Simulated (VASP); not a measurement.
# Zr (Fmmm) in VASP: a series of runs

Zr is run at these levels: PBEsol; tasks: single point.

All numbers are computed with VASP 6.6.1; they aren't measurements. Logs are shortened: lines on timing, memory, paths and dates and some standing lists are left out, and cuts for length are marked.

**1. The cell of the first run**

Symmetry: Fmmm, No. 69, orthorhombic system. Conventional cell: a = 3.161 Å, b = 5.311 Å, c = 10.752 Å, α = 90.00°, β = 90.00°, γ = 90.00°. Zr (site symmetry mm2) has 11 Zr at 2.88 to 3.64 Å within 3.8 Å.

**2. Single point, PBEsol**

File INCAR:

```
SYSTEM = Zr
  ALGO = Normal
  EDIFF = 1E-6
  ENCUT = 500
  GGA = PS
  GGA_COMPAT = .FALSE.
  ISIF = 2
  ISMEAR = 0
  LASPH = .TRUE.
  LCHARG = .FALSE.
  LREAL = .FALSE.
  LWAVE = .FALSE.
  NBANDS = 19
  NELM = 120
  PREC = Accurate
  SIGMA = 0.1
```

File KPOINTS:

```
k-points
0
G
  22 22 22
  0 0 0
```

File POSCAR:

```
Zr
1.0
    0.0000000000      2.6553954887      5.3761175501
    1.5806390068      0.0000000000      5.3761175501
    1.5806390068      2.6553954887      0.0000000000
Zr
2
Direct
    0.8659126638      0.8659126638      0.1340873362
    0.1340873362      0.1340873362      0.8659126638
```

Potentials or basis: VASP PAW PBE potentials, release 64 (Zr_sv).

Run with:

```
> cat potpaw_PBE.64/Zr_sv/POTCAR > POTCAR
> mpirun -np 1 vasp_std > vasp.out
```

OUTCAR:

```text
SYSTEM = Zr
   EDIFF = 1E-6
   ENCUT = 500
   GGA = PS
   ISIF = 2
   ISMEAR = 0
   LASPH = .TRUE.
   LREAL = .FALSE.
   NELM = 120
   PREC = Accurate

 ion  position               nearest neighbor table
   1  0.866  0.866  0.134-   2 2.88   2 2.95   2 2.95   2 3.64   2 3.64
   2  0.134  0.134  0.866-   1 2.88   1 2.95   1 2.95   1 3.64   1 3.64

  LATTYP: Found a face centered orthorhombic cell.
 ALAT       =     3.1612780136
 B/A-ratio  =     1.6799506258
 C/A-ratio  =     3.4012304688

  Lattice vectors:

 A1 = (   0.0000000000,   2.6553954887,   5.3761175501)
 A2 = (   1.5806390068,   0.0000000000,   5.3761175501)
 A3 = (   1.5806390068,   2.6553954887,   0.0000000000)

Analysis of symmetry for initial positions (statically):
=====================================================================
 Subroutine PRICEL returns:
 Original cell was already a primitive cell.

 Routine SETGRP: Setting up the symmetry group for a
 face centered orthorhombic supercell.

 Subroutine GETGRP returns: Found  8 space group operations
 (whereof  8 operations were pure point group operations)
 out of a pool of  8 trial point group operations.

The static configuration has the point symmetry D_2h.

Analysis of symmetry for dynamics (positions and initial velocities):
=====================================================================
 Subroutine PRICEL returns:
 Original cell was already a primitive cell.

 Routine SETGRP: Setting up the symmetry group for a
 face centered orthorhombic supercell.

 Subroutine GETGRP returns: Found  8 space group operations
 (whereof  8 operations were pure point group operations)
 out of a pool of  8 trial point group operations.

The dynamic configuration has the point symmetry D_2h.

 Subroutine INISYM returns: Found  8 space group operations
 (whereof  8 operations are pure point group operations),
 and found     1 'primitive' translations

----------------------------------------------------------------------------------------

                                     Primitive cell

  volume of cell :      45.1295

  direct lattice vectors                    reciprocal lattice vectors
     0.000000000  2.655395489  5.376117550    -0.316327762  0.188295869  0.093003919
     1.580639007  0.000000000  5.376117550     0.316327762 -0.188295869  0.093003919
     1.580639007  2.655395489  0.000000000     0.316327762  0.188295869 -0.093003919

  length of vectors
     5.996145855  5.603664835  3.090233789     0.379695031  0.379695031  0.379695031

  position of ions in fractional coordinates (direct lattice)
     0.865912664  0.865912664  0.134087336
     0.134087336  0.134087336  0.865912664

  ion indices of the primitive-cell ions
   primitive index   ion index
                 1           1
                 2           2

----------------------------------------------------------------------------------------

 KPOINTS: k-points

Automatic generation of k-mesh.
 Grid dimensions read from file:
 generate k-points for:   22   22   22

 Generating k-lattice:

  Cartesian coordinates                     Fractional coordinates (reciprocal lattice)
    -0.014378535  0.008558903  0.004227451     0.045454545  0.000000000 -0.000000000
     0.014378535 -0.008558903  0.004227451     0.000000000  0.045454545  0.000000000
     0.014378535  0.008558903 -0.004227451    -0.000000000  0.000000000  0.045454545

  Length of vectors
     0.017258865  0.017258865  0.017258865

  Shift w.r.t. Gamma in fractional coordinates (k-lattice)
     0.000000000  0.000000000  0.000000000

 Subroutine IBZKPT returns following result:
 ===========================================

 Found   1530 irreducible k-points:

 Following reciprocal coordinates:
            Coordinates               Weight
  0.000000  0.000000  0.000000      1.000000
  0.045455 -0.000000  0.000000      8.000000
  0.090909 -0.000000  0.000000      8.000000
  0.136364 -0.000000  0.000000      8.000000
  0.181818  0.000000 -0.000000      8.000000
  0.227273 -0.000000  0.000000      8.000000
[... 16 lines left out ...]
  0.500000  0.045455  0.000000      8.000000
 -0.454545  0.045455  0.000000      8.000000
 [... further k-points ...]
   k-points           NKPTS =   1530   k-points in BZ     NKDIM =   1530   number of bands    NBANDS=     19
   number of dos      NEDOS =    301   number of ions     NIONS =      2
   total plane-waves  NPLWV =  48384
   dimension x,y,z NGX =    48 NGY =   42 NGZ =   24
   dimension x,y,z NGXF=    96 NGYF=   84 NGZF=   48
   ions per type =               2
   NGX,Y,Z   is equivalent  to a cutoff of  13.31, 12.46, 12.91 a.u.
   NGXF,Y,Z  is equivalent  to a cutoff of  26.62, 24.92, 25.82 a.u.
 SYSTEM =  Zr
   PREC   = accura    normal or accurate (medium, high low for compatibility)
   ISTART =      0    job   : 0-new  1-cont  2-samecut
   ICHARG =      2    charge: 1-file 2-atom 10-const
   ISPIN  =      1    spin polarized calculation?
   LNONCOLLINEAR =      F non collinear calculations
   LSORBIT =      F    spin-orbit coupling
   LASPH  =      T    aspherical Exc in radial PAW
   ENCUT  =  500.0 eV  36.75 Ry    6.06 a.u.  10.93 10.22  5.63*2*pi/ulx,y,z
   NELM   =    120;   NELMIN=  2; NELMDL= -5     # of ELM steps
   EDIFF  = 0.1E-05   stopping-criterion for ELM
   LREAL  =      F    real-space projection
[... 7 lines left out ...]
   TEBEG  =    0.0;   TEEND  =   0.0 temperature during run
   PSTRESS=    0.0 pullay stress
   NELECT =      24.0000    total number of electrons
   NUPDOWN=      -1.0000    fix difference up-down
   EMIN   =  10.00;   EMAX   =-10.00  energy-range for DOS
   EFERMI =   0.00;   METHOD = LEGACY
   ISMEAR =     0;   SIGMA  =   0.10  broadening in eV -4-tet -1-fermi 0-gaus
   EFERMI_NEDOS =   21; number of points for ismear=-14 and -15
   IALGO  =     38    algorithm
   IMIX   =      4    mixing-type and parameters
     AMIX     =   0.40;   BMIX     =  1.00
     AMIX_MAG =   1.60;   BMIX_MAG =  1.00
  volume/ion in A,a.u.               =      22.56       152.27
  Fermi-wavevector in a.u.,A,eV,Ry     =   1.326351  2.506439 23.935452  1.759206
  Thomas-Fermi vector in A             =   2.455744
   LORBIT       =      0    0 simple, 1 ext, 2 COOP (PROOUT), +10 PAW based schemes
   GGA     = PS    functional components
   LHFCALC =     F    Hartree Fock is set to
   AEXX    =    0.0000 exact exchange contribution
   IVDW    =     0    specifies the selected vdW correction
   LEPSILON=     F    determine dielectric tensor
   LRPA    =     F    only Hartree local field effects (RPA)
 non-spin polarized calculation
 Gauss-broadening in eV      SIGMA  =   0.10
  energy-cutoff  :      500.00
  volume of cell :       45.13
 maximum number of plane-waves:      1168
 NGX is ok and might be reduce to    48

 number of electron      24.0000000 magnetization

 Free energy of the ion-electron system (eV)
  ---------------------------------------------------
  ext. energy  EPLUGINS =         0.00000000
  ---------------------------------------------------
  free energy    TOTEN  =       -17.83436549 eV

  energy without entropy =      -17.82040503  energy(sigma->0) =      -17.82738526

 E-fermi :   8.9193     XC(G=0): -11.3106

 val. band max:        8.9190320860   @ k =   0.1364  -0.1818   0.0455
 cond. band min:       8.9197059217   @ k =   0.2727  -0.2273   0.0909
 fundamental gap:      0.0006738357
 Fermi energy:         8.9192787683

 k-point     1 :       0.0000    0.0000    0.0000
  band No.  band energies     occupation
      1     -39.5221      2.00000
      2     -39.3116      2.00000
      3     -18.3011      2.00000
      4     -17.0839      2.00000
      5     -16.9713      2.00000
      6     -16.9443      2.00000
[... 11 lines left out ...]
     18      11.9989      0.00000
     19      13.2480      0.00000

 k-point     2 :       0.0455   -0.0000    0.0000
  band No.  band energies     occupation
      1     -39.5186      2.00000
      2     -39.3100      2.00000
      3     -18.2936      2.00000
      4     -17.1043      2.00000
      5     -16.9829      2.00000
      6     -16.9571      2.00000
[... 11 lines left out ...]
     18      12.0309      0.00000
     19      13.3825      0.00000

 k-point     3 :       0.0909   -0.0000    0.0000
  band No.  band energies     occupation
      1     -39.5085      2.00000
      2     -39.3052      2.00000
      3     -18.2716      2.00000
      4     -17.1624      2.00000
      5     -17.0346      2.00000
      6     -16.9760      2.00000
[... 11 lines left out ...]
     18      12.1419      0.00000
     19      13.7552      0.00000

 k-point     4 :       0.1364   -0.0000    0.0000
  band No.  band energies     occupation
      1     -39.4922      2.00000
      2     -39.2979      2.00000
      3     -18.2369      2.00000
      4     -17.2520      2.00000
      5     -17.1228      2.00000
      6     -16.9970      2.00000
[... 11 lines left out ...]
     18      12.1831      0.00000
     19      13.8466      0.00000

 k-point     5 :       0.1818    0.0000   -0.0000
  band No.  band energies     occupation
      1     -39.4710      2.00000
      2     -39.2888      2.00000
      3     -18.1925      2.00000
      4     -17.3663      2.00000
      5     -17.2324      2.00000
      6     -17.0238      2.00000
[... 11 lines left out ...]
     18      12.1636      0.00000
     19      13.6914      0.00000

 k-point     6 :       0.2273   -0.0000    0.0000
  band No.  band energies     occupation
      1     -39.4462      2.00000
      2     -39.2789      2.00000
      3     -18.1432      2.00000
      4     -17.4966      2.00000
      5     -17.3494      2.00000
      6     -17.0574      2.00000
[... 11 lines left out ...]
     18      12.2198      0.00000
     19      13.5287      0.00000

 k-point     7 :       0.2727   -0.0000   -0.0000
  band No.  band energies     occupation
      1     -39.4194      2.00000
      2     -39.2692      2.00000
      3     -18.0963      2.00000
      4     -17.6322      2.00000
      5     -17.4586      2.00000
      6     -17.0965      2.00000
[... 11 lines left out ...]
     18      12.7411      0.00000
     19      13.3890      0.00000

 k-point     8 :       0.3182   -0.0000   -0.0000
  band No.  band energies     occupation
      1     -39.3925      2.00000
      2     -39.2610      2.00000
      3     -18.0621      2.00000
      4     -17.7618      2.00000
      5     -17.5437      2.00000
      6     -17.1376      2.00000
[... 256 lines left out ...]
 k-point    20 :       0.3636    0.0455   -0.0000
  band No.  band energies     occupation
      1     -39.3869      2.00000
      2     -39.2668      2.00000
      3     -18.0318      2.00000
      4     -17.7783      2.00000
      5     -17.5236      2.00000
      6     -17.1512      2.00000
[... 11 lines left out ...]
     18      13.1907      0.00000
     19      13.4281      0.00000

 k-point    21 :       0.4091    0.0455   -0.0000
  band No.  band energies     occupation
      1     -39.3623      2.00000
      2     -39.2605      2.00000
      3     -18.0251      2.00000
      4     -17.8909      2.00000
      5     -17.5694      2.00000
      6     -17.1910      2.00000
[... 11 lines left out ...]
     18      13.6468      0.00000
     19      13.9435      0.00000

 k-point    22 :       0.4545    0.0455   -0.0000
  band No.  band energies     occupation
      1     -39.3426      2.00000
      2     -39.2560      2.00000
      3     -18.0405      2.00000
      4     -17.9769      2.00000
      5     -17.5832      2.00000
      6     -17.2223      2.00000
[... 11 lines left out ...]
     18      14.2225      0.00000
     19      14.4439      0.00000

 k-point    23 :       0.5000    0.0455    0.0000
  band No.  band energies     occupation
      1     -39.3304      2.00000
      2     -39.2528      2.00000
      3     -18.0658      2.00000
      4     -18.0250      2.00000
      5     -17.5857      2.00000
      6     -17.2401      2.00000
[... 11 lines left out ...]
     18      14.6447      0.00000
     19      14.7932      0.00000

 k-point    24 :      -0.4545    0.0455    0.0000
  band No.  band energies     occupation
      1     -39.3279      2.00000
      2     -39.2500      2.00000
      3     -18.0867      2.00000
      4     -18.0312      2.00000
      5     -17.5942      2.00000
      6     -17.2405      2.00000
[... 11 lines left out ...]
     18      14.8007      0.00000
     19      14.9195      0.00000

 [... further k-points ...]

------------------------ aborting loop because EDIFF is reached ----------------------------------------

  FORCE on cell =-STRESS in cart. coord.  units (eV):
  Direction    XX          YY          ZZ          XY          YZ          ZX
  --------------------------------------------------------------------------------------
  -------------------------------------------------------------------------------------
  Total        0.0256457      0.0168161      0.0295138     -0.0000000      0.0000000      0.0000000
  in kB        0.9104661      0.5970027      1.0477924     -0.0000000      0.0000000      0.0000000
  external PRESSURE =       0.8517537 kB  Pullay stress =       0.0000000 kB

 VOLUME and BASIS-vectors are now :
 -----------------------------------------------------------------------------
  energy-cutoff  :      500.00
  volume of cell :       45.13
      direct lattice vectors                 reciprocal lattice vectors
     0.000000000  2.655395489  5.376117550    -0.316327762  0.188295869  0.093003919
     1.580639007  0.000000000  5.376117550     0.316327762 -0.188295869  0.093003919
     1.580639007  2.655395489  0.000000000     0.316327762  0.188295869 -0.093003919

 POSITION                                       TOTAL-FORCE (eV/Angst)
 -----------------------------------------------------------------------------------
      1.58064      2.65540      9.31050         0.000000      0.000000     -0.000401
      1.58064      2.65540      1.44174         0.000000      0.000000      0.000401
 -----------------------------------------------------------------------------------
    total drift:                               -0.000000      0.000000     -0.000000

  FREE ENERGIE OF THE ION-ELECTRON SYSTEM (eV)
  ---------------------------------------------------
  free  energy   TOTEN  =       -17.8343654853 eV

  energy  without entropy=      -17.8204050327  energy(sigma->0) =      -17.82738526
```

Wall time 9.7 min (1 thread of Intel Xeon 6975P-C (Granite Rapids), shared host); peak memory 1 GiB.

What came out:

```
Free energy            : -17.8344 eV
Pressure               : 0.1 GPa
Band gap on the k mesh : zero (bands 12 and 13 overlap by 1.79 eV)
```

Caveat: the PAW data sets were made with another functional, which shifts forces and pressure a little.

**3. Single point, PBEsol**

This run uses another cell than the first one: it holds 4 atoms, not 2.

File INCAR:

```
PREC = Accurate
ENCUT = 520
EDIFF = 1E-7
ISMEAR = 0
SIGMA = 0.1
LREAL = F
LASPH = T
NELM = 100
ALGO = Fast
ISIF = 2
LWAVE = F
LCHARG = F
GGA = PS
NBANDS = 32
```

File KPOINTS:

```
Automatic mesh
0
Gamma
  10 10 14
```

File POSCAR:

```
Zr
1.0
    2.6543474814     -5.3756012506      0.0000000000
    2.6543474814      5.3756012506      0.0000000000
    0.0000000000      0.0000000000      3.1635864788
Zr
4
Direct
    0.1341495653      0.8658504347      0.0000000000
    0.6341495653      0.3658504347      0.5000000000
    0.8658504347      0.1341495653      1.0000000000
    0.3658504347      0.6341495653      0.5000000000
```

Potentials or basis: VASP PAW PBE potentials, release 64 (Zr_sv).

Run with:

```
> cat potpaw_PBE.64/Zr_sv/POTCAR > POTCAR
> mpirun -np 1 vasp_std > vasp.out
```

Wall time 26 min (1 thread of Oxide Virtual Turin-like, shared host); peak memory 0.57 GiB.

The run converged. Its results:

```
Free energy            : -35.6683 eV
Pressure               : 0.1 GPa
Band gap on the k mesh : zero (bands 24 and 25 overlap by 1.41 eV)
```

Levels at points of the mesh, in eV from the Fermi level:
```tsv
k point	band 22	band 23	band 24	band 25	band 26	band 27
(0.00, 0.00, 0.00)	-1.27	-0.65	0.67	1.04	1.07	1.12
(0.50, 0.00, 0.00)	-1.32	0.00	0.00	0.76	0.76	1.62
(0.50, 0.50, 0.00)	-1.13	0.55	0.69	1.08	1.18	1.90
(0.00, 0.00, 0.50)	-0.89	-0.73	-0.73	0.26	0.26	1.44
(0.50, 0.00, 0.50)	-1.38	-0.96	-0.96	1.19	1.19	2.01
(0.50, 0.50, 0.50)	-1.10	-0.16	-0.16	0.03	0.03	0.68
```

Caveat: the PAW data sets were made with another functional, which shifts forces and pressure a little.
